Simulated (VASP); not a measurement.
A run of VASP 6.6.1 is set up as follows.

POSCAR

```
TaS2
1.0
    3.3828573416      0.0000000000      0.0000000000
   -1.6914286708      2.9296403952      0.0000000000
    0.0000000000      0.0000000000      6.1679785700
Ta S
1 2
Direct
    0.0000000000      0.0000000000      0.0000000000
    0.6666666667      0.3333333333      0.7542821200
    0.3333333333      0.6666666667      0.2457178800
```

Contents of INCAR.step1:

```
ALGO = Normal ; EDIFF = 1E-5
ENCUT = 550 ; GGA = PE
GGA_COMPAT = F ; ISMEAR = 0
LASPH = T ; LCHARG = F
LREAL = F ; LWAVE = T
NBANDS = 18 ; NELM = 120
PREC = Accurate ; SIGMA = 0.1
```

The input INCAR.step2:

```
ALGO = Normal ; EDIFF = 1E-6
ENCUT = 550 ; GGA_COMPAT = F
ISIF = 2 ; ISMEAR = 0
ISTART = 1 ; IVDW = 13
LASPH = T ; LCHARG = F
LMIXTAU = T ; LREAL = F
LWAVE = F ; METAGGA = R2SCAN
NBANDS = 18 ; NELM = 120
PREC = Accurate ; SIGMA = 0.1
VDW_A1 = 0.51559235 ; VDW_A2 = 5.77342911
VDW_S6 = 1.0 ; VDW_S8 = 0.6018749
```

KPOINTS

```
k-points
0
Gamma
  4 4 2
```

Potentials or basis: VASP PAW PBE potentials, release 64 (Ta_pv, S).

The run is started by

```bash
$ cat potpaw_PBE.64/Ta_pv/POTCAR potpaw_PBE.64/S/POTCAR > POTCAR
$ cp INCAR.step1 INCAR
$ mpirun -np 1 vasp_std > vasp.out
$ cp INCAR.step2 INCAR
$ mpirun -np 1 vasp_std > vasp.out
```

Problem. Estimate the largest force.

Solution. 0.081 eV/Å.

Problem. What does it give for the dispersion energy per atom?

Solution. -0.112 eV.

Stress tensor (GPa, compression positive):
```
-0.34  0.00  0.00
 0.00 -0.34  0.00
 0.00  0.00 -1.01
```

Caveat: the k points lie up to 0.54 Å⁻¹ apart, too coarse for converged energies and pressures of a metal; the PAW data sets were made with another functional, which shifts forces and pressure a little.
